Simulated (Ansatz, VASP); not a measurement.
# One calculation of TiO2, two programs

```
Ti O
1.0
     4.43153    0.00000    0.00000
     0.00000    4.43153    0.00000
     0.00000    0.00000    2.87084
Ti O
2 4
Cartesian
  2.2158 2.2158 0.0000
  0.0000 0.0000 1.4354
  3.0942 3.0942 1.4354
  3.5531 0.8784 0.0000
  0.8784 3.5531 0.0000
  1.3374 1.3374 1.4354
```

Change from the starting cell: equal strain along all axes, cell held, atoms relaxed: -4.5 %.

Alike in both runs: functional PBE; k mesh 6 × 6 × 10; occupations gaussian, width 0.02 eV; no spin polarisation; Hubbard terms Ti d U = 4.0 eV.

Ansatz relaxed the structure, and its values are those at the end. VASP's run is a single point on that final structure, the one shown.

|  | VASP | Ansatz |
| --- | --- | --- |
| version | VASP 6.6.1 | Ansatz 0.2.0 |
| potentials or method | VASP PAW PBE potentials, release 64 (Ti_sv, O), cutoff 520 eV | scalar-relativistic, plane waves, PAW |
| valence electrons in the cell | 48 | 48 |

Ansatz gave:

```
gap on the k mesh at the Fermi level (eV) : 2.50
least direct gap on the mesh (eV)         : 2.53
pressure (GPa)                            : 39.8
rms of the force components (eV/Å)        : 0.000
```

Q: What did VASP give for the same quantities?

A: gap on the k mesh at the Fermi level (eV): 2.55; least direct gap on the mesh (eV): 2.55; pressure (GPa): 46.1; rms of the force components (eV/Å): 0.056.

The programs project onto different local orbitals, so the same U acts differently, and such runs can settle in different states. The pressures are high and differ by over a tenth, so treat them with care. Ansatz's warnings: stress scf threshold loose.
